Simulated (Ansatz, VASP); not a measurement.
One calculation of AlNi, two programs

File INCAR:

```
SYSTEM = AlNi
ALGO = Normal
EDIFF = 1E-6
ENCUT = 520
GGA = PE
ISIF = 2
ISMEAR = -1
LASPH = .True.
LCHARG = .False.
LREAL = .False.
LWAVE = .False.
NBANDS = 21
NELM = 80
PREC = Accurate
SIGMA = 0.1
```

KPOINTS

```
k-points
0
Gamma
  11 11 7
  0 0 0
```

File POSCAR:

```
AlNi
1.0
    2.5484398655      0.0000000000      0.0000000000
   -1.2742199327      2.2070136636      0.0000000000
    0.0000000000      0.0000000000      7.2837507065
Ni Al
2 2
Direct
    0.0000000000      0.0000000000      0.0000000000
    0.0000000000      0.0000000000      0.5000000000
    0.3333333333      0.6666666667      0.2500000000
    0.6666666667      0.3333333333      0.7500000000
```

Input for Ansatz:

```yaml
crystal:
  lattice:
    - [2.5484398655, 0.0, 0.0]
    - [-1.2742199327, 2.2070136636, 0.0]
    - [0.0, 0.0, 7.2837507065]
  atoms:
    - { symbol: Ni, position: [0.0, 0.0, 0.0] }
    - { symbol: Ni, position: [0.0, 0.0, 0.5] }
    - { symbol: Al, position: [0.3333333333, 0.6666666667, 0.25] }
    - { symbol: Al, position: [0.6666666667, 0.3333333333, 0.75] }
kpoints:
  mp_grid: { grid: [11, 11, 7] }
scf:
  occupations: { method: fermi_dirac, width: 0.1 }
hamiltonian:
  xc: pbe
  pseudopotentials: { kind: paw }
output:
  forces: true
  stress: true
  eigenvalues: true
  populations: true
```

Change from the starting cell: volume scaled by 0.72, PAW files.

Alike in both runs: task single point; functional PBE; k mesh 11 × 11 × 7; occupations fermi-dirac, width 0.1 eV; no spin polarisation.

|  | VASP | Ansatz |
| --- | --- | --- |
| version | VASP 6.6.1 | Ansatz 0.2.0 |
| potentials or method | VASP PAW PBE potentials, release 64 (Ni, Al) | PAW with Ansatz's default frozen-core files, scalar-relativistic |
| plane-wave cutoff (eV) | 520 | 420 |
| valence electrons in the cell | 26 | 42 |

Ansatz gave:

```
pressure (GPa)                                                : 46.7
traceless stress, the component that is largest in VASP (GPa) : 0.00
```

Problem. What did VASP give for the same quantities?

Solution. Pressure (GPa): 46.7; traceless stress, the component that is largest in VASP (GPa): -0.15.

Both programs put the cell under a high pressure, so it lies far from rest at this level. VASP's potentials hold 26 valence electrons a cell and Ansatz's 42, so a difference there can come from the potentials and not from the codes.
